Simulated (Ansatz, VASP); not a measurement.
**Two plane-wave programs on GaP**

```
CELL_PARAMETERS angstrom
0.00000 2.56211 2.77585
2.77585 0.00000 2.77585
2.77585 2.56211 0.00000
ATOMIC_POSITIONS crystal
Ga 0.00000 0.00000 0.00000
P 0.75000 0.75000 0.75000
```

Alike in both runs: task single point; functional PBE; k mesh 10 × 10 × 10; occupations gaussian, width 0.05 eV; no spin polarisation.

```csv
,VASP,Ansatz
version,VASP 6.6.1,Ansatz 0.2.0
potentials or method,"VASP PAW PBE potentials, release 64 (Ga_d, P), cutoff 520 eV","scalar-relativistic, plane waves, PAW"
valence electrons in the cell,18,18
```

|  | VASP | Ansatz | Ansatz less VASP |
| --- | --- | --- | --- |
| gap on the k mesh at the Fermi level (eV) | 0.82 | 0.82 | +0.001 |
| least direct gap on the mesh (eV) | 1.73 | 1.73 | 0.000 |
| pressure (GPa) | 4.6 | 4.6 | +0.10 |
| traceless stress, the component that is largest in VASP (GPa) | 3.33 | 3.32 | -0.010 |
